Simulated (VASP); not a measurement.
# Ca in VASP: further runs

Runs on Ca. Level: r2SCAN. Tasks: single point, relaxation of cell and atoms.

All numbers are computed with VASP 6.6.1; they aren't measurements. Logs are shortened: lines on timing, memory, paths and dates and some standing lists are left out, and cuts for length are marked.

## 1. The cell of the first run

The typed cell holds 1 atom: a = 3.833 Å, b = 3.833 Å, c = 3.833 Å, α = 109.47°, β = 109.47°, γ = 109.47°.

This isn't the form of Ca at room conditions, which is fcc.

## 2. Single point, r2SCAN

POSCAR

```
Ca
1.0
    3.1295246868      1.8068319204      1.2774019544
   -3.1295246868      1.8068319204      1.2774019544
    0.0000000000     -3.6136638408      1.2774019544
Ca
1
Direct
    0.5000000000      0.5000000000      0.5000000000
```

INCAR.step1

```
SYSTEM = Ca
ALGO = Normal
EDIFF = 1E-4
ENCUT = 520
GGA = PE
ISMEAR = 0
LASPH = .TRUE.
LCHARG = .FALSE.
LREAL = .FALSE.
LWAVE = .TRUE.
NBANDS = 11
NELM = 100
PREC = Accurate
SIGMA = 0.1
```

INCAR.step2

```
SYSTEM = Ca
ALGO = Normal
EDIFF = 1E-6
ENCUT = 520
ISIF = 2
ISMEAR = 0
ISTART = 1
LASPH = .TRUE.
LCHARG = .FALSE.
LMIXTAU = .TRUE.
LREAL = .FALSE.
LWAVE = .FALSE.
METAGGA = R2SCAN
NBANDS = 11
NELM = 100
PREC = Accurate
SIGMA = 0.1
```

KPOINTS

```
k-points
0
G
  18 18 18
  0 0 0
```

Potentials or basis: VASP PAW PBE potentials, release 64 (Ca_sv).

The run is started by

```console
$ cat potpaw_PBE.64/Ca_sv/POTCAR > POTCAR
$ cp INCAR.step1 INCAR
$ mpirun -np 1 vasp_std > vasp.out
$ cp INCAR.step2 INCAR
$ mpirun -np 1 vasp_std > vasp.out
```

OUTCAR:

```text
SYSTEM = Ca
   EDIFF = 1E-6
   ENCUT = 520
   ISIF = 2
   ISMEAR = 0
   ISTART = 1
   LASPH = .TRUE.
   LREAL = .FALSE.
   METAGGA = R2SCAN
   NELM = 100
   PREC = Accurate

 ion  position               nearest neighbor table
   1  0.500  0.500  0.500-

  LATTYP: Found a trigonal (rhomboedric) cell.
 ALAT       =     3.8327955994
 COS(alpha) =    -0.3333846180

  Lattice vectors:

 A1 = (   3.1295246868,   1.8068319204,   1.2774019544)
 A2 = (  -3.1295246868,   1.8068319204,   1.2774019544)
 A3 = (   0.0000000000,  -3.6136638408,   1.2774019544)

Analysis of symmetry for initial positions (statically):
=====================================================================
 Subroutine PRICEL returns:
 Original cell was already a primitive cell.

 Routine SETGRP: Setting up the symmetry group for a
 trigonal (rhombohedral) supercell.

 Subroutine GETGRP returns: Found 12 space group operations
 (whereof 12 operations were pure point group operations)
 out of a pool of 12 trial point group operations.

The static configuration has the point symmetry D_3d.

Analysis of symmetry for dynamics (positions and initial velocities):
=====================================================================
 Subroutine PRICEL returns:
 Original cell was already a primitive cell.

 Routine SETGRP: Setting up the symmetry group for a
 trigonal (rhombohedral) supercell.

 Subroutine GETGRP returns: Found 12 space group operations
 (whereof 12 operations were pure point group operations)
 out of a pool of 12 trial point group operations.

The dynamic configuration has the point symmetry D_3d.

 Subroutine INISYM returns: Found 12 space group operations
 (whereof 12 operations are pure point group operations),
 and found     1 'primitive' translations

----------------------------------------------------------------------------------------

                                     Primitive cell

  volume of cell :      43.3386

  direct lattice vectors                    reciprocal lattice vectors
     3.129524687  1.806831920  1.277401954     0.159768671  0.092242485  0.260946315
    -3.129524687  1.806831920  1.277401954    -0.159768671  0.092242485  0.260946315
     0.000000000 -3.613663841  1.277401954     0.000000000 -0.184484970  0.260946315

  length of vectors
     3.832795599  3.832795599  3.832795599     0.319574223  0.319574223  0.319574223

  position of ions in fractional coordinates (direct lattice)
     0.500000000  0.500000000  0.500000000

  ion indices of the primitive-cell ions
   primitive index   ion index
                 1           1

----------------------------------------------------------------------------------------

 KPOINTS: k-points

Automatic generation of k-mesh.
 Grid dimensions read from file:
 generate k-points for:   18   18   18

 Generating k-lattice:

  Cartesian coordinates                     Fractional coordinates (reciprocal lattice)
     0.008876037  0.005124583  0.014497018     0.055555556  0.000000000  0.000000000
    -0.008876037  0.005124583  0.014497018     0.000000000  0.055555556  0.000000000
     0.000000000 -0.010249165  0.014497018     0.000000000  0.000000000  0.055555556

  Length of vectors
     0.017754123  0.017754123  0.017754123

  Shift w.r.t. Gamma in fractional coordinates (k-lattice)
     0.000000000  0.000000000  0.000000000

 Subroutine IBZKPT returns following result:
 ===========================================

 Found    580 irreducible k-points:

 Following reciprocal coordinates:
            Coordinates               Weight
  0.000000  0.000000  0.000000      1.000000
  0.055556  0.000000  0.000000      6.000000
  0.111111  0.000000  0.000000      6.000000
  0.166667  0.000000  0.000000      6.000000
  0.222222 -0.000000  0.000000      6.000000
  0.277778  0.000000  0.000000      6.000000
[... 16 lines left out ...]
 -0.277778  0.055556  0.000000     12.000000
 -0.222222  0.055556  0.000000     12.000000
 [... further k-points ...]
   k-points           NKPTS =    580   k-points in BZ     NKDIM =    580   number of bands    NBANDS=     11
   number of dos      NEDOS =    301   number of ions     NIONS =      1
   total plane-waves  NPLWV =  27000
   dimension x,y,z NGX =    30 NGY =   30 NGZ =   30
   dimension x,y,z NGXF=    60 NGYF=   60 NGZF=   60
   ions per type =               1
   NGX,Y,Z   is equivalent  to a cutoff of  13.01, 13.01, 13.01 a.u.
   NGXF,Y,Z  is equivalent  to a cutoff of  26.02, 26.02, 26.02 a.u.
 SYSTEM =  Ca
   PREC   = accura    normal or accurate (medium, high low for compatibility)
   ISTART =      1    job   : 0-new  1-cont  2-samecut
   ICHARG =      0    charge: 1-file 2-atom 10-const
   ISPIN  =      1    spin polarized calculation?
   LNONCOLLINEAR =      F non collinear calculations
   LSORBIT =      F    spin-orbit coupling
   LASPH  =      T    aspherical Exc in radial PAW
   ENCUT  =  520.0 eV  38.22 Ry    6.18 a.u.   7.13  7.13  7.13*2*pi/ulx,y,z
   NELM   =    100;   NELMIN=  2; NELMDL=  0     # of ELM steps
   EDIFF  = 0.1E-05   stopping-criterion for ELM
   LREAL  =      F    real-space projection
   EDIFFG = 0.1E-04   stopping-criterion for IOM
   NSW    =      0    number of steps for IOM
   IBRION =     -1    ionic relax: 0-MD 1-quasi-New 2-CG
   NFREE  =      0    steps in history (QN), initial steepest desc. (CG)
   ISIF   =      2    stress and relaxation
   ISYM   =      2    0-nonsym 1-usesym 2-fastsym
   POTIM  = 0.5000    time-step for ionic-motion
   TEBEG  =    0.0;   TEEND  =   0.0 temperature during run
   PSTRESS=    0.0 pullay stress
   NELECT =      10.0000    total number of electrons
   NUPDOWN=      -1.0000    fix difference up-down
   EMIN   =  10.00;   EMAX   =-10.00  energy-range for DOS
   EFERMI =   0.00;   METHOD = LEGACY
   ISMEAR =     0;   SIGMA  =   0.10  broadening in eV -4-tet -1-fermi 0-gaus
   EFERMI_NEDOS =   21; number of points for ismear=-14 and -15
   IALGO  =     38    algorithm
   IMIX   =      4    mixing-type and parameters
     AMIX     =   0.40;   BMIX     =  1.00
     AMIX_MAG =   1.60;   BMIX_MAG =  1.00
  volume/ion in A,a.u.               =      43.34       292.46
  Fermi-wavevector in a.u.,A,eV,Ry     =   1.004114  1.897501 13.718015  1.008246
  Thomas-Fermi vector in A             =   2.136710
   LORBIT       =      0    0 simple, 1 ext, 2 COOP (PROOUT), +10 PAW based schemes
   METAGGA = R2SCAN    functional components
   LHFCALC =     F    Hartree Fock is set to
   AEXX    =    0.0000 exact exchange contribution
   IVDW    =     0    specifies the selected vdW correction
   LEPSILON=     F    determine dielectric tensor
   LRPA    =     F    only Hartree local field effects (RPA)
 non-spin polarized calculation
 Gauss-broadening in eV      SIGMA  =   0.10
  energy-cutoff  :      520.00
  volume of cell :       43.34
 maximum number of plane-waves:      1186
 NGX is ok and might be reduce to    30
   NGX = 15   NGY = 15   NGZ = 15

 number of electron      10.0000002 magnetization

 Free energy of the ion-electron system (eV)
  ---------------------------------------------------
  ext. energy  EPLUGINS =         0.00000000
  ---------------------------------------------------
  free energy    TOTEN  =        -7.01922689 eV

  energy without entropy =       -7.01107642  energy(sigma->0) =       -7.01515166

 E-fermi :   1.9437     XC(G=0):  -8.1320

 val. band max:        1.9304261896   @ k =  -0.2778   0.5000   0.2778
 cond. band min:       1.9555425118   @ k =   0.4444   0.3889   0.1111
 fundamental gap:      0.0251163222
 Fermi energy:         1.9436727843

 k-point     1 :       0.0000    0.0000    0.0000
  band No.  band energies     occupation
      1     -41.9609      2.00000
      2     -21.9896      2.00000
      3     -21.9895      2.00000
      4     -21.9895      2.00000
      5      -2.3414      2.00000
      6       4.5639      0.00000
      7       4.5649      0.00000
      8       4.5649      0.00000
      9       5.6321      0.00000
     10       5.6321      0.00000
     11      12.5761      0.00000

 k-point     2 :       0.0556    0.0000    0.0000
  band No.  band energies     occupation
      1     -41.9605      2.00000
      2     -21.9938      2.00000
      3     -21.9909      2.00000
      4     -21.9896      2.00000
      5      -2.2834      2.00000
      6       4.5267      0.00000
      7       4.5415      0.00000
      8       4.6069      0.00000
      9       5.5846      0.00000
     10       5.6323      0.00000
     11      12.5010      0.00000

 k-point     3 :       0.1111    0.0000    0.0000
  band No.  band energies     occupation
      1     -41.9593      2.00000
      2     -22.0056      2.00000
      3     -21.9949      2.00000
      4     -21.9896      2.00000
      5      -2.1110      2.00000
      6       4.4200      0.00000
      7       4.4483      0.00000
      8       4.7338      0.00000
      9       5.4841      0.00000
     10       5.6355      0.00000
     11      12.1863      0.00000

 k-point     4 :       0.1667    0.0000    0.0000
  band No.  band energies     occupation
      1     -41.9574      2.00000
      2     -22.0237      2.00000
      3     -22.0008      2.00000
      4     -21.9895      2.00000
      5      -1.8293      2.00000
      6       4.2376      0.00000
      7       4.2653      0.00000
      8       4.9404      0.00000
      9       5.4179      0.00000
     10       5.6475      0.00000
     11      11.5225      0.00000

 k-point     5 :       0.2222   -0.0000    0.0000
  band No.  band energies     occupation
      1     -41.9552      2.00000
      2     -22.0458      2.00000
      3     -22.0082      2.00000
      4     -21.9895      2.00000
      5      -1.4468      2.00000
      6       3.9083      0.00000
      7       4.0881      0.00000
      8       5.2183      0.00000
      9       5.4241      0.00000
     10       5.6744      0.00000
     11      10.6248      0.00000
[... 211 lines left out ...]
 k-point    21 :      -0.3889    0.0556   -0.0000
  band No.  band energies     occupation
      1     -41.9494      2.00000
      2     -22.0999      2.00000
      3     -22.0270      2.00000
      4     -21.9911      2.00000
      5      -0.1096      2.00000
      6       2.8367      0.00000
      7       3.6710      0.00000
      8       5.5138      0.00000
      9       5.8353      0.00000
     10       6.1308      0.00000
     11       8.5073      0.00000

 k-point    22 :      -0.3333    0.0556   -0.0000
  band No.  band energies     occupation
      1     -41.9514      2.00000
      2     -22.0807      2.00000
      3     -22.0200      2.00000
      4     -21.9911      2.00000
      5      -0.6748      2.00000
      6       3.2847      0.00000
      7       3.8084      0.00000
      8       5.4591      0.00000
      9       5.7623      0.00000
     10       5.7849      0.00000
     11       9.2561      0.00000

 k-point    23 :      -0.2778    0.0556    0.0000
  band No.  band energies     occupation
      1     -41.9538      2.00000
      2     -22.0587      2.00000
      3     -22.0119      2.00000
      4     -21.9911      2.00000
      5      -1.1817      2.00000
      6       3.7005      0.00000
      7       3.9749      0.00000
      8       5.3909      0.00000
      9       5.4169      0.00000
     10       5.7365      0.00000
     11      10.1575      0.00000

 k-point    24 :      -0.2222    0.0556    0.0000
  band No.  band energies     occupation
      1     -41.9561      2.00000
      2     -22.0365      2.00000
      3     -22.0039      2.00000
      4     -21.9910      2.00000
      5      -1.6088      2.00000
      6       4.0626      0.00000
      7       4.1550      0.00000
      8       5.1033      0.00000
      9       5.3685      0.00000
     10       5.6951      0.00000
     11      11.1013      0.00000

 [... further k-points ...]
[... 5 lines left out ...]
  --------------------------------------------------------------------------------------
  -------------------------------------------------------------------------------------
  Total        0.0144395      0.0144395      0.0159046      0.0000000      0.0000000      0.0000000
  in kB        0.5338127      0.5338127      0.5879757      0.0000000      0.0000000      0.0000000
  external PRESSURE =       0.5518671 kB  Pullay stress =       0.0000000 kB

 VOLUME and BASIS-vectors are now :
 -----------------------------------------------------------------------------
  energy-cutoff  :      520.00
  volume of cell :       43.34
      direct lattice vectors                 reciprocal lattice vectors
     3.129524687  1.806831920  1.277401954     0.159768671  0.092242485  0.260946315
    -3.129524687  1.806831920  1.277401954    -0.159768671  0.092242485  0.260946315
     0.000000000 -3.613663841  1.277401954     0.000000000 -0.184484970  0.260946315

 POSITION                                       TOTAL-FORCE (eV/Angst)
 -----------------------------------------------------------------------------------
      0.00000      0.00000      1.91610         0.000000      0.000000      0.000000
 -----------------------------------------------------------------------------------
    total drift:                               -0.000000     -0.000000      0.000000

  FREE ENERGIE OF THE ION-ELECTRON SYSTEM (eV)
  ---------------------------------------------------
  free  energy   TOTEN  =        -7.0192268933 eV

  energy  without entropy=       -7.0110764241  energy(sigma->0) =       -7.01515166
```

Wall time 6.8 min (1 thread of Intel Xeon 6975P-C (Granite Rapids), shared host); peak memory 0.38 GiB.

What came out:

```
Free energy            : -7.0192 eV
Pressure               : 0.1 GPa
Band gap on the k mesh : zero (bands 5 and 6 overlap by 0.43 eV)
```

Caveat: the PAW data sets were made with another functional, which shifts forces and pressure a little.

## 3. Relaxation of cell and atoms, r2SCAN

POSCAR

```
Ca
1.0
   -2.2130649100      2.2130649100      2.2130649100
    2.2130649100     -2.2130649100      2.2130649100
    2.2130649100      2.2130649100     -2.2130649100
Ca
1
Direct
    0.0000000000      0.0000000000      0.0000000000
```

INCAR.step1

```
SYSTEM = Ca
ALGO = Normal
EDIFF = 1E-4
ENCUT = 600
GGA = PE
ISMEAR = 0
LASPH = .True.
LCHARG = .False.
LREAL = .False.
LWAVE = .True.
NELM = 100
PREC = Accurate
SIGMA = 0.1
```

INCAR.step2

```
SYSTEM = Ca
ALGO = Normal
EDIFF = 1E-6
EDIFFG = -0.01
ENCUT = 600
IBRION = 2
ISIF = 3
ISMEAR = 0
ISTART = 1
LASPH = .True.
LCHARG = .False.
LMIXTAU = .True.
LREAL = .False.
LWAVE = .False.
METAGGA = R2SCAN
NELM = 100
NSW = 100
PREC = Accurate
SIGMA = 0.1
```

KPOINTS

```
k-points
0
Gamma
  18 18 18
  0 0 0
```

Potentials or basis: VASP PAW PBE potentials, release 64 (Ca_sv).

The run is started by

```console
$ cat potpaw_PBE.64/Ca_sv/POTCAR > POTCAR
$ cp INCAR.step1 INCAR
$ mpirun -np 1 vasp_std > vasp.out
$ cp INCAR.step2 INCAR
$ mpirun -np 1 vasp_std > vasp.out
```

OUTCAR:

```text
SYSTEM = Ca
   EDIFF = 1E-6
   EDIFFG = -0.01
   ENCUT = 600
   IBRION = 2
   ISIF = 3
   ISMEAR = 0
   ISTART = 1
   LASPH = .True.
   LREAL = .False.
   METAGGA = R2SCAN
   NELM = 100
   NSW = 100
   PREC = Accurate

 ion  position               nearest neighbor table
   1  0.000  0.000  0.000-

  LATTYP: Found a body centered cubic cell.
 ALAT       =     4.4261298200

  Lattice vectors:

 A1 = (  -2.2130649100,   2.2130649100,   2.2130649100)
 A2 = (   2.2130649100,  -2.2130649100,   2.2130649100)
[... 507 lines left out ...]
      3     -22.0541      2.00000
      4     -22.0125      2.00000
      5       0.8599      2.00000
      6       2.1374      0.00366
      7       3.4624      0.00000
      8       5.4759      0.00000
      9       5.8929      0.00000

 [... further k-points ...]
[... 5 lines left out ...]
  --------------------------------------------------------------------------------------
  -------------------------------------------------------------------------------------
  Total        0.0046195      0.0046195      0.0046195      0.0000000      0.0000000     -0.0000000
  in kB        0.1702977      0.1702977      0.1702977      0.0000000      0.0000000     -0.0000000
  external PRESSURE =       0.1702977 kB  Pullay stress =       0.0000000 kB

 VOLUME and BASIS-vectors are now :
 -----------------------------------------------------------------------------
  energy-cutoff  :      600.00
  volume of cell :       43.46
      direct lattice vectors                 reciprocal lattice vectors
    -2.214858576  2.214858576  2.214858576     0.000000000  0.225748048  0.225748048
     2.214858576 -2.214858576  2.214858576     0.225748048  0.000000000  0.225748048
     2.214858576  2.214858576 -2.214858576     0.225748048  0.225748048  0.000000000

 POSITION                                       TOTAL-FORCE (eV/Angst)
 -----------------------------------------------------------------------------------
      2.21486      2.21486     -2.21486        -0.000000     -0.000000      0.000000
 -----------------------------------------------------------------------------------
    total drift:                                0.000000      0.000000     -0.000000

  FREE ENERGIE OF THE ION-ELECTRON SYSTEM (eV)
  ---------------------------------------------------
  free  energy   TOTEN  =        -7.0207708279 eV

  energy  without entropy=       -7.0126506852  energy(sigma->0) =       -7.01671076

 reached required accuracy - stopping structural energy minimisation
```

OSZICAR.step1:

```text
N       E                     dE             d eps       ncg     rms          rms(c)
DAV:   1     0.689782824126E+02    0.68978E+02   -0.54561E+03  3510   0.111E+03
DAV:   2    -0.440503829390E+00   -0.69419E+02   -0.69136E+02  3599   0.240E+02
DAV:   3    -0.186830014252E+01   -0.14278E+01   -0.14184E+01  5592   0.363E+01
DAV:   4    -0.192053591971E+01   -0.52236E-01   -0.52178E-01  5123   0.553E+00
DAV:   5    -0.192188993616E+01   -0.13540E-02   -0.13530E-02  5856   0.516E-01    0.221E+00
DAV:   6    -0.191595985755E+01    0.59301E-02   -0.12568E-02  4937   0.139E+00    0.136E+00
DAV:   7    -0.191529296573E+01    0.66689E-03   -0.17936E-02  4478   0.183E+00    0.997E-02
DAV:   8    -0.191486337139E+01    0.42959E-03   -0.19652E-03  4452   0.484E-01    0.190E-02
DAV:   9    -0.191488331279E+01   -0.19941E-04   -0.95463E-05  4318   0.772E-02
   1 F= -.19148833E+01 E0= -.19102014E+01  d E =-.936379E-02
```

Run time: 8.2 min. Hardware: 1 thread of Intel Xeon Platinum 8259CL at 2.50GHz (Skylake/Cascade Lake), shared host; peak memory 0.27 GiB.

What came out:

```yaml
Free_energy: -7.0208 eV
Relaxed_volume: 43.46 Å³/atom
Relaxed_cell: a = 3.836 Å, b = 3.836 Å, c = 3.836 Å, α = 109.47°, β = 109.47°, γ = 109.47°
Space_group_after_relaxing_to_0.1_Å: Im-3m (No. 229)
Energy_gained_by_relaxing: 0.0 meV/atom
Ionic_steps: 2
Pressure_after_relaxing: 0.0 GPa
Band_gap_on_the_k_mesh: zero (bands 5 and 6 overlap by 0.44 eV)
```

Final structure:
```xyz
1
Lattice="-2.2149 2.2149 2.2149 2.2149 -2.2149 2.2149 2.2149 2.2149 -2.2149" Properties=species:S:1:pos:R:3 pbc="T T T"
Ca    2.2149    2.2149   -2.2149
```

Levels at points of the mesh, in eV from the Fermi level:
| k point | band 3 | band 4 | band 5 | band 6 | band 7 | band 8 |
| --- | --- | --- | --- | --- | --- | --- |
| (0.00, 0.00, 0.00) | -23.94 | -23.94 | -4.28 | 2.62 | 2.62 | 2.62 |
| (0.50, 0.00, 0.00) | -23.98 | -23.94 | -0.85 | -0.16 | 1.59 | 3.59 |
| (0.50, 0.50, 0.50) | -24.03 | -24.03 | 0.16 | 0.16 | 4.06 | 4.06 |

Caveat: the PAW data sets were made with another functional, which shifts forces and pressure a little.
